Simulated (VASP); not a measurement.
NaCl: single point with RPBE

System: NaCl, a slab with vacuum.

```
Na Cl
1.0
     4.04465    0.00000    0.00000
     0.00000    2.86000    0.00000
     0.00000    0.00000   18.02233
Na Cl
2 2
Direct
  0.00000 0.00000 0.44389
  0.50000 0.00000 0.55611
  0.50000 0.50000 0.44389
  0.00000 0.50000 0.55611
```

```json
{
  "Program": "VASP 6.6.1",
  "Task": "single point",
  "Functional": "RPBE",
  "Potentials or basis": "VASP PAW PBE potentials, release 64 (Na_pv, Cl)",
  "Cutoff": "520 eV",
  "k mesh": "4 × 5 × 1",
  "Occupations": "methfessel-paxton, width 0.3 eV",
  "Spin": "no spin polarisation",
  "Dipole correction": "yes",
  "Further INCAR settings": "ALGO = Normal; EDIFF = 1e-07; NBANDS = 22"
}
```

```
Largest force          : 3.316 eV/Å
Band gap on the k mesh : 3.00 eV
```

Forces on the atoms (eV/Å):
```
Na   0.000  0.000 -1.489
Na   0.000  0.000  1.489
Cl   0.000  0.000 -3.316
Cl   0.000  0.000  3.316
```

Levels at points of the mesh, in eV from the valence-band top:
```csv
k point,band 11,band 12,band 13,band 14,band 15,band 16,band 17,band 18
"(0.00, 0.00, 0.00)",-2.82,-2.39,-0.67,0.00,3.00,3.42,4.36,5.46
"(0.50, 0.00, 0.00)",-2.36,-2.36,-0.40,-0.40,4.65,4.65,5.71,5.71
```

Run time: 54 s on 1 thread of AMD EPYC 7R13 Processor (Zen 3) (shared host), peak memory 0.27 GiB.

Caveat: the k points lie up to 0.44 Å⁻¹ apart; the PAW data sets were made with another functional, which shifts forces and pressure a little.
